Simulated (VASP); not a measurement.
# Ta3Ru: vibrations by perturbation theory with LDA

Crystal: Ta3Ru.

```
Ta Ru
1.0
     0.00000    3.16539    3.16539
     3.16539    0.00000    3.16539
     3.16539    3.16539    0.00000
Ta Ru
3 1
Direct
  0.25000 0.25000 0.25000
  0.75000 0.75000 0.75000
  0.50000 0.50000 0.50000
  0.00000 0.00000 0.00000
```

```yaml
Program: VASP 6.6.1
Task: vibrations by perturbation theory
Functional: LDA
Potentials_or_basis: VASP PAW LDA potentials, release 64 (Ta_pv, Ru_pv)
Cutoff: 520 eV
k_mesh: 12 × 12 × 12
Occupations: fermi-dirac, width 0.15 eV
Spin: no spin polarisation
Dipole_correction: no
Further_INCAR_settings: ALGO = Fast; EDIFF = 1e-08; IBRION = 8; NSW = 1
```

The highest phonon frequency at Γ is 195 cm⁻¹.

Phonon frequencies in cm⁻¹ (negative: imaginary):
| q point | frequencies |
| --- | --- |
| (0.000, 0.000, 0.000) | 0 0 0 166 166 166 191 191 191 195 195 195 |

Run time: 63 min on 1 thread of Oxide Virtual Turin-like Processor, on a shared host, peak memory 0.96 GiB.

Caveat: the cell stands under pressure or tension, which shifts response properties.
